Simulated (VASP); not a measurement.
# BaTiO3 (P1) in VASP: settings compared

BaTiO3 is run at these levels: PBEsol, LDA; tasks: single point, relaxation of cell and atoms.

Program: VASP 6.6.1. These are calculated values, not measurements. Logs are shortened: lines on timing, memory, paths and dates and some standing lists are left out, and cuts for length are marked.

## 1. The cell of the first run

The typed cell holds 10 atoms: a = 4.007 Å, b = 4.007 Å, c = 8.015 Å, α = 90.00°, β = 90.00°, γ = 90.00°.

## 2. Single point, PBEsol

Input file INCAR:

```
PREC = Accurate
ENCUT = 520
EDIFF = 1E-6
ISMEAR = -1
SIGMA = 0.05
LREAL = F
LASPH = T
NELM = 100
ALGO = Normal
ISIF = 2
LWAVE = F
LCHARG = T
GGA = PS
LELF = T
LVHAR = T
NBANDS = 51
```

Input file KPOINTS:

```
regular mesh
0
Gamma
  7 7 4
```

Input file POSCAR:

```
BaTiO3
1.0
    4.0073000000      0.0000000000      0.0000000000
    0.0000000000      4.0073000000      0.0000000000
    0.0000000000      0.0000000000      8.0146000000
Ba Ti O
2 2 6
Direct
    0.5774118300      0.5950023200      0.2399217200
    0.5133239400      0.4560751000      0.7636477900
    0.0354144600      0.9982134600      0.0132376500
    0.9499882200      0.9711686500      0.5185272300
    0.5690732100      0.9256262100      0.9797733700
    0.4293289800      0.9665517700      0.5005258200
    0.9689020100      0.5955733500      0.9841481100
    0.9541317500      0.4628596100      0.5236707700
    0.9618464100      0.0102451400      0.2239939200
    0.0405791900      0.0186844000      0.7525536100
```

Potentials or basis: VASP PAW PBE potentials, release 64 (Ba_sv, Ti_sv, O).

On the command line:

```bash
$ cat potpaw_PBE.64/Ba_sv/POTCAR potpaw_PBE.64/Ti_sv/POTCAR potpaw_PBE.64/O/POTCAR > POTCAR
$ mpirun -np 1 vasp_std > vasp.out
```

OUTCAR:

```text
PREC = Accurate
   ENCUT = 520
   EDIFF = 1E-6
   ISMEAR = -1
   LREAL = F
   LASPH = T
   NELM = 100
   ISIF = 2
   GGA = PS

 ion  position               nearest neighbor table
   1  0.577  0.595  0.240-   9 2.27   5 2.47   7 2.58   6 2.63   8 2.78   9 2.81   9 2.98   3 3.05
                             4 3.08   7 3.19   3 3.26   6 3.33   3 3.52   4 3.67   4 3.69   3 3.71
   2  0.513  0.456  0.764-   5 2.57  10 2.58   7 2.60   8 2.61  10 2.75   5 2.75   7 2.86   6 2.90
                            10 2.95   8 2.95   6 2.96  10 3.09   4 3.27   3 3.32   4 3.34   3 3.43
   3  0.035  0.998  0.013-   7 1.65   9 1.72   5 1.91  10 2.09   5 2.17   7 2.42   1 3.05   1 3.26
                             2 3.32   2 3.43   1 3.52   2 3.52   2 3.62   1 3.71
   4  0.950  0.971  0.519-  10 1.92   6 1.93   8 1.97   8 2.04   6 2.09   9 2.37   1 3.08   2 3.27
                             2 3.34   2 3.57   2 3.64   1 3.67   1 3.69
   5  0.569  0.926  0.980-   3 1.91   3 2.17   1 2.47   2 2.57   2 2.75
   6  0.429  0.967  0.501-   4 1.93   4 2.09   1 2.63   2 2.90   2 2.96   1 3.33
   7  0.969  0.596  0.984-   3 1.65   3 2.42   1 2.58   2 2.60   2 2.86   1 3.19
   8  0.954  0.463  0.524-   4 1.97   4 2.04   2 2.61   1 2.78   2 2.95
   9  0.962  0.010  0.224-   3 1.72   1 2.27   4 2.37   1 2.81   1 2.98
  10  0.041  0.019  0.753-   4 1.92   3 2.09   2 2.58   2 2.75   2 2.95   2 3.09

  LATTYP: Found a simple tetragonal cell.
 ALAT       =     4.0073000000
 C/A-ratio  =     2.0000000000

  Lattice vectors:

 A1 = (   4.0073000000,   0.0000000000,   0.0000000000)
 A2 = (   0.0000000000,   4.0073000000,   0.0000000000)
 A3 = (   0.0000000000,   0.0000000000,   8.0146000000)

Analysis of symmetry for initial positions (statically):
=====================================================================
 Subroutine PRICEL returns:
 Original cell was already a primitive cell.

 Routine SETGRP: Setting up the symmetry group for a
 simple tetragonal supercell.

 Subroutine GETGRP returns: Found  1 space group operations
 (whereof  1 operations were pure point group operations)
 out of a pool of 16 trial point group operations.

The static configuration has the point symmetry C_1 .

Analysis of symmetry for dynamics (positions and initial velocities):
=====================================================================
 Subroutine PRICEL returns:
 Original cell was already a primitive cell.

 Routine SETGRP: Setting up the symmetry group for a
 simple tetragonal supercell.

 Subroutine GETGRP returns: Found  1 space group operations
 (whereof  1 operations were pure point group operations)
 out of a pool of 16 trial point group operations.

The dynamic configuration has the point symmetry C_1 .

 Subroutine INISYM returns: Found  1 space group operations
 (whereof  1 operations are pure point group operations),
 and found     1 'primitive' translations

----------------------------------------------------------------------------------------

                                     Primitive cell

  volume of cell :     128.7021

  direct lattice vectors                    reciprocal lattice vectors
     4.007300000  0.000000000  0.000000000     0.249544581  0.000000000  0.000000000
     0.000000000  4.007300000  0.000000000     0.000000000  0.249544581  0.000000000
     0.000000000  0.000000000  8.014600000     0.000000000  0.000000000  0.124772291

  length of vectors
     4.007300000  4.007300000  8.014600000     0.249544581  0.249544581  0.124772291

  position of ions in fractional coordinates (direct lattice)
     0.577411830  0.595002320  0.239921720
     0.513323940  0.456075100  0.763647790
     0.035414460  0.998213460  0.013237650
     0.949988220  0.971168650  0.518527230
     0.569073210  0.925626210  0.979773370
     0.429328980  0.966551770  0.500525820
     0.968902010  0.595573350  0.984148110
     0.954131750  0.462859610  0.523670770
     0.961846410  0.010245140  0.223993920
     0.040579190  0.018684400  0.752553610

  ion indices of the primitive-cell ions
   primitive index   ion index
                 1           1
                 2           2
                 3           3
                 4           4
                 5           5
                 6           6
                 7           7
                 8           8
                 9           9
                10          10

----------------------------------------------------------------------------------------

 KPOINTS: regular mesh

Automatic generation of k-mesh.
 Grid dimensions read from file:
 generate k-points for:    7    7    4

 Generating k-lattice:

  Cartesian coordinates                     Fractional coordinates (reciprocal lattice)
     0.035649226  0.000000000  0.000000000     0.142857143  0.000000000  0.000000000
     0.000000000  0.035649226  0.000000000     0.000000000  0.142857143  0.000000000
     0.000000000  0.000000000  0.031193073     0.000000000  0.000000000  0.250000000

  Length of vectors
     0.035649226  0.035649226  0.031193073

  Shift w.r.t. Gamma in fractional coordinates (k-lattice)
     0.000000000  0.000000000  0.000000000

 Subroutine IBZKPT returns following result:
 ===========================================

 Found     99 irreducible k-points:

 Following reciprocal coordinates:
            Coordinates               Weight
  0.000000  0.000000  0.000000      1.000000
  0.142857  0.000000  0.000000      2.000000
  0.000000  0.142857  0.000000      2.000000
  0.285714  0.000000  0.000000      2.000000
  0.000000  0.285714  0.000000      2.000000
  0.428571  0.000000  0.000000      2.000000
[... 16 lines left out ...]
  0.285714  0.428571  0.000000      2.000000
  0.428571  0.428571  0.000000      2.000000
 [... further k-points ...]
   k-points           NKPTS =     99   k-points in BZ     NKDIM =     99   number of bands    NBANDS=     51
   number of dos      NEDOS =    301   number of ions     NIONS =     10
   total plane-waves  NPLWV =  54000
   dimension x,y,z NGX =    30 NGY =   30 NGZ =   60
   dimension x,y,z NGXF=    60 NGYF=   60 NGZF=  120
   ions per type =               2   2   6
   NGX,Y,Z   is equivalent  to a cutoff of  12.45, 12.45, 12.45 a.u.
   NGXF,Y,Z  is equivalent  to a cutoff of  24.89, 24.89, 24.89 a.u.
 SYSTEM =  unknown system
   PREC   = accura    normal or accurate (medium, high low for compatibility)
   ISTART =      0    job   : 0-new  1-cont  2-samecut
   ICHARG =      2    charge: 1-file 2-atom 10-const
   ISPIN  =      1    spin polarized calculation?
   LNONCOLLINEAR =      F non collinear calculations
   LSORBIT =      F    spin-orbit coupling
   LASPH  =      T    aspherical Exc in radial PAW
   ENCUT  =  520.0 eV  38.22 Ry    6.18 a.u.   7.45  7.45 14.90*2*pi/ulx,y,z
   NELM   =    100;   NELMIN=  2; NELMDL= -5     # of ELM steps
   EDIFF  = 0.1E-05   stopping-criterion for ELM
   LREAL  =      F    real-space projection
   EDIFFG = 0.1E-04   stopping-criterion for IOM
   NSW    =      0    number of steps for IOM
   IBRION =     -1    ionic relax: 0-MD 1-quasi-New 2-CG
   NFREE  =      0    steps in history (QN), initial steepest desc. (CG)
   ISIF   =      2    stress and relaxation
   ISYM   =      2    0-nonsym 1-usesym 2-fastsym
   POTIM  = 0.5000    time-step for ionic-motion
   TEBEG  =    0.0;   TEEND  =   0.0 temperature during run
   PSTRESS=    0.0 pullay stress
   NELECT =      80.0000    total number of electrons
   NUPDOWN=      -1.0000    fix difference up-down
   EMIN   =  10.00;   EMAX   =-10.00  energy-range for DOS
   EFERMI =   0.00;   METHOD = LEGACY
   ISMEAR =    -1;   SIGMA  =   0.05  broadening in eV -4-tet -1-fermi 0-gaus
   EFERMI_NEDOS =   21; number of points for ismear=-14 and -15
   IALGO  =     38    algorithm
   IMIX   =      4    mixing-type and parameters
     AMIX     =   0.40;   BMIX     =  1.00
     AMIX_MAG =   1.60;   BMIX_MAG =  1.00
  volume/ion in A,a.u.               =      12.87        86.85
  Fermi-wavevector in a.u.,A,eV,Ry     =   1.397150  2.640230 26.558947  1.952028
  Thomas-Fermi vector in A             =   2.520434
   LORBIT       =      0    0 simple, 1 ext, 2 COOP (PROOUT), +10 PAW based schemes
   GGA     = PS    functional components
   LHFCALC =     F    Hartree Fock is set to
   AEXX    =    0.0000 exact exchange contribution
   IVDW    =     0    specifies the selected vdW correction
   LEPSILON=     F    determine dielectric tensor
   LRPA    =     F    only Hartree local field effects (RPA)
 non-spin polarized calculation
  energy-cutoff  :      520.00
  volume of cell :      128.70
 maximum number of plane-waves:      3498
 NGX is ok and might be reduce to    30
   NGX = 15   NGY = 15   NGZ = 29

 number of electron      79.9999992 magnetization

 Free energy of the ion-electron system (eV)
  ---------------------------------------------------
  ext. energy  EPLUGINS =         0.00000000
  ---------------------------------------------------
  free energy    TOTEN  =       -79.39947054 eV

  energy without entropy =      -79.39947048  energy(sigma->0) =      -79.39947051

 E-fermi :   4.9061     XC(G=0): -11.3940

 val. band max:        4.1513739812   @ k =   0.0000   0.0000   0.0000
 cond. band min:       5.6046291408   @ k =   0.0000   0.0000   0.0000
 fundamental gap:      1.4532551596
 Fermi energy:         4.9060763153

 k-point     1 :       0.0000    0.0000    0.0000
  band No.  band energies     occupation
      1     -52.6790      2.00000
      2     -51.9249      2.00000
      3     -29.0861      2.00000
      4     -28.9920      2.00000
      5     -28.9805      2.00000
      6     -28.7187      2.00000
[... 43 lines left out ...]
     50       8.8658      0.00000
     51       9.5355      0.00000

 k-point     2 :       0.1429    0.0000    0.0000
  band No.  band energies     occupation
      1     -52.6788      2.00000
      2     -51.9247      2.00000
      3     -29.0856      2.00000
      4     -29.0016      2.00000
      5     -28.9802      2.00000
      6     -28.7185      2.00000
[... 43 lines left out ...]
     50       9.1537      0.00000
     51       9.7878      0.00000

 k-point     3 :       0.0000    0.1429    0.0000
  band No.  band energies     occupation
      1     -52.6788      2.00000
      2     -51.9247      2.00000
      3     -29.0858      2.00000
      4     -28.9920      2.00000
      5     -28.9898      2.00000
      6     -28.7279      2.00000
[... 43 lines left out ...]
     50       9.0547      0.00000
     51       9.6216      0.00000
[... 1027 lines left out ...]
 k-point    23 :       0.2857    0.4286    0.0000
  band No.  band energies     occupation
      1     -52.6774      2.00000
      2     -51.9232      2.00000
      3     -29.0840      2.00000
      4     -29.0265      2.00000
      5     -29.0203      2.00000
      6     -28.7638      2.00000
[... 43 lines left out ...]
     50      10.7081      0.00000
     51      10.9319      0.00000

 k-point    24 :       0.4286    0.4286    0.0000
  band No.  band energies     occupation
      1     -52.6771      2.00000
      2     -51.9228      2.00000
      3     -29.0831      2.00000
      4     -29.0376      2.00000
      5     -29.0251      2.00000
      6     -28.7628      2.00000
[... 43 lines left out ...]
     50      10.5670      0.00000
     51      11.1290      0.00000

 [... further k-points ...]

------------------------ aborting loop because EDIFF is reached ----------------------------------------

  FORCE on cell =-STRESS in cart. coord.  units (eV):
  Direction    XX          YY          ZZ          XY          YZ          ZX
  --------------------------------------------------------------------------------------
  -------------------------------------------------------------------------------------
  Total        8.5924548     13.4546275     13.2219535      1.7017103     -0.8282891     -2.8562216
  in kB      106.9651422    167.4930134    164.5965177     21.1841308    -10.3111471    -35.5563289
  external PRESSURE =     146.3515578 kB  Pullay stress =       0.0000000 kB

 VOLUME and BASIS-vectors are now :
 -----------------------------------------------------------------------------
  energy-cutoff  :      520.00
  volume of cell :      128.70
      direct lattice vectors                 reciprocal lattice vectors
     4.007300000  0.000000000  0.000000000     0.249544581  0.000000000  0.000000000
     0.000000000  4.007300000  0.000000000     0.000000000  0.249544581  0.000000000
     0.000000000  0.000000000  8.014600000     0.000000000  0.000000000  0.124772291

 POSITION                                       TOTAL-FORCE (eV/Angst)
 -----------------------------------------------------------------------------------
      2.31386      2.38435      1.92288        -3.065664     -3.682377      1.003333
      2.05704      1.82763      6.12033        -0.707849      0.565910     -0.742831
      0.14192      4.00014      0.10609         1.286315      2.641936     -4.348190
      3.80689      3.89176      4.15579         2.081508      0.934013      2.423419
      2.28045      3.70926      7.85249        -4.290245      4.037019      0.254630
      1.72045      3.87326      4.01151         1.506791     -0.009074     -0.526215
      3.88268      2.38664      7.88755         2.937984     -7.189445      0.524452
      3.82349      1.85482      4.19701        -0.332119      0.984765     -1.374271
      3.85441      0.04106      1.79522         1.865062      2.088013      4.399729
      0.16261      0.07487      6.03142        -1.281784     -0.370760     -1.614056
 -----------------------------------------------------------------------------------
    total drift:                                0.000636     -0.000496     -0.000633

  FREE ENERGIE OF THE ION-ELECTRON SYSTEM (eV)
  ---------------------------------------------------
  free  energy   TOTEN  =       -79.3994705352 eV

  energy  without entropy=      -79.3994704820  energy(sigma->0) =      -79.39947051
```

It took 19 min on 1 thread of Intel Xeon Platinum 8259CL at 2.50GHz (Skylake/Cascade Lake), shared host; peak memory 0.6 GiB.

Results:

```
Free energy            : -79.3995 eV
Pressure               : 14.6 GPa
Largest force          : 7.784 eV/Å
Band gap on the k mesh : 1.45 eV
```

Forces in eV/Å, atoms in the order of the input:
```
Ba  -3.066 -3.682  1.003
Ba  -0.708  0.566 -0.743
Ti   1.286  2.642 -4.348
Ti   2.082  0.934  2.423
O   -4.290  4.037  0.255
O    1.507 -0.009 -0.526
O    2.938 -7.189  0.524
O   -0.332  0.985 -1.374
O    1.865  2.088  4.400
O   -1.282 -0.371 -1.614
```

Stress tensor (GPa, compression positive):
```
10.70  2.12 -3.56
 2.12 16.75 -1.03
-3.56 -1.03 16.46
```

Levels at points of the mesh, in eV from the valence-band top:
| k point | band 37 | band 38 | band 39 | band 40 | band 41 | band 42 | band 43 | band 44 |
| --- | --- | --- | --- | --- | --- | --- | --- | --- |
| (0.00, 0.00, 0.00) | -1.05 | -0.92 | -0.64 | 0.00 | 1.45 | 1.72 | 1.80 | 2.64 |
| (0.00, 0.00, 0.50) | -1.12 | -1.03 | -0.80 | -0.02 | 1.46 | 1.91 | 2.04 | 2.63 |

Caveat: the stress differs along the axes, from 11 to 17 GPa; the PAW data sets were made with another functional, which shifts forces and pressure a little; spin-orbit coupling is left out, which moves the levels of the heavy elements. A k mesh can miss the band edges.

## 3. Relaxation of cell and atoms, LDA

Input file INCAR:

```
SYSTEM = BaTiO3
PREC     = Accurate       ! precision mode
ENCUT    = 600            ! plane-wave cutoff, eV
EDIFF    = 1E-7           ! SCF threshold, eV
ISMEAR   = -1             ! smearing method
SIGMA    = 0.05           ! smearing width, eV
LREAL    = .FALSE.        ! projectors in reciprocal space
LASPH    = .TRUE.         ! aspherical terms in the spheres
NELM     = 120            ! most SCF steps
ALGO     = Normal         ! electronic algorithm
ISIF     = 3              ! what is computed and relaxed
LWAVE    = .FALSE.        ! write WAVECAR
LCHARG   = .FALSE.        ! write CHGCAR
IBRION   = 2              ! ionic algorithm
NSW      = 60             ! ionic steps
EDIFFG   = -0.01          ! ionic threshold
GGA_COMPAT= .FALSE.      
NELMIN   = 4            
KPAR     = 4
```

Input file KPOINTS:

```
Automatic mesh
0
G
  7 7 4
  0 0 0
```

POSCAR is that of step 2.

Potentials or basis: VASP PAW LDA potentials, release 64 (Ba_sv, Ti_sv, O).

On the command line:

```bash
$ cat potpaw_LDA.64/Ba_sv/POTCAR potpaw_LDA.64/Ti_sv/POTCAR potpaw_LDA.64/O/POTCAR > POTCAR
$ mpirun -np 4 vasp_std > vasp.out
```

It took 56 min on 4 MPI ranks of AMD EPYC 9R45 (Zen 5), shared host; peak memory 0.66 GiB.

The run converged. Its results:

* Free energy: -88.3554 eV
* Relaxed volume: 12.42 Å³/atom
* Relaxed cell: a = 3.964 Å, b = 3.958 Å, c = 7.917 Å, α = 89.94°, β = 89.93°, γ = 89.93°
* Space group after relaxing (to 0.1 Å): R3m (No. 160)
* Energy gained by relaxing: 459.1 meV/atom
* Ionic steps: 56
* Pressure after relaxing: 0.0 GPa
* Largest force after relaxing: 0.007 eV/Å
* Band gap on the k mesh: 2.08 eV (least direct gap 2.28 eV)

Forces on the atoms (eV/Å):
```
Ba  -0.004 -0.001  0.005
Ba   0.005  0.001  0.005
Ti  -0.006  0.001  0.002
Ti  -0.001  0.001 -0.004
O   -0.001  0.001 -0.002
O    0.003 -0.002 -0.001
O    0.002 -0.003 -0.004
O    0.001  0.000  0.000
O    0.000  0.003 -0.003
O    0.002 -0.003  0.002
```

Step by step:
| step | energy change (eV) | largest force (eV/Å) | pressure (GPa) | volume (Å³) |
| --- | --- | --- | --- | --- |
| 1 | 0.0000 | 7.5923 | 10.02 | 128.70 |
| 3 | -2.4128 | 2.5280 | -11.17 | 137.44 |
| 5 | -3.8252 | 1.7817 | 5.77 | 123.21 |
| 7 | -4.1660 | 1.3559 | 0.71 | 125.32 |
| 9 | -4.3858 | 0.5903 | -3.47 | 127.64 |
| 11 | -4.4959 | 0.7349 | 1.93 | 123.90 |
| 13 | -4.5482 | 0.5223 | 0.36 | 124.45 |
| 15 | -4.5676 | 0.2043 | -0.91 | 125.01 |
| 17 | -4.5795 | 0.1671 | 0.78 | 123.76 |
| 19 | -4.5846 | 0.1456 | 0.04 | 124.13 |
| 21 | -4.5868 | 0.0832 | -0.34 | 124.33 |
| 23 | -4.5881 | 0.0466 | 0.22 | 123.96 |
| 25 | -4.5886 | 0.0477 | -0.03 | 124.13 |
| 27 | -4.5889 | 0.0275 | -0.09 | 124.17 |
| 29 | -4.5891 | 0.0222 | 0.12 | 124.04 |
| 31 | -4.5892 | 0.0335 | -0.02 | 124.14 |
| 33 | -4.5894 | 0.0402 | -0.07 | 124.19 |
| 35 | -4.5896 | 0.0247 | 0.09 | 124.12 |
| 37 | -4.5897 | 0.0259 | -0.04 | 124.22 |
| 39 | -4.5899 | 0.0256 | -0.06 | 124.25 |
| 41 | -4.5900 | 0.0215 | 0.10 | 124.15 |
| 43 | -4.5901 | 0.0169 | 0.03 | 124.20 |
| 45 | -4.5902 | 0.0175 | -0.03 | 124.22 |
| 47 | -4.5902 | 0.0272 | 0.01 | 124.19 |
| 49 | -4.5904 | 0.0192 | 0.01 | 124.19 |
| 51 | -4.5904 | 0.0126 | -0.03 | 124.22 |
| 53 | -4.5905 | 0.0156 | 0.01 | 124.19 |
| 55 | -4.5905 | 0.0125 | 0.01 | 124.20 |
| 56 | -4.5905 | 0.0073 | -0.02 | 124.22 |

Final structure:
```
CELL_PARAMETERS angstrom
3.96421 0.00207 0.00168
0.00251 3.95763 0.00127
0.00585 0.00535 7.91749
ATOMIC_POSITIONS crystal
Ba 0.50474 0.50398 0.25198
Ba 0.50440 0.50393 0.75195
Ti 0.01441 0.01251 0.00644
Ti 0.01411 0.01256 0.50645
O 0.49045 0.99598 0.99797
O 0.49036 0.99608 0.49799
O 0.99536 0.49164 0.99793
O 0.99533 0.49161 0.49789
O 0.99549 0.99575 0.24571
O 0.99535 0.99596 0.74569
```

Levels at points of the mesh, in eV from the valence-band top:
```csv
k point,band 38,band 39,band 40,band 41,band 42,band 43
"(0.00, 0.00, 0.00)",-0.31,-0.21,-0.21,2.08,2.10,2.19
"(0.00, 0.00, 0.50)",-0.55,-0.51,-0.50,2.19,2.20,2.97
```

Caveat: spin-orbit coupling is left out, which moves the levels of the heavy elements. Zero-point motion and thermal expansion aren't in these numbers.

[end of part 1 of 2]
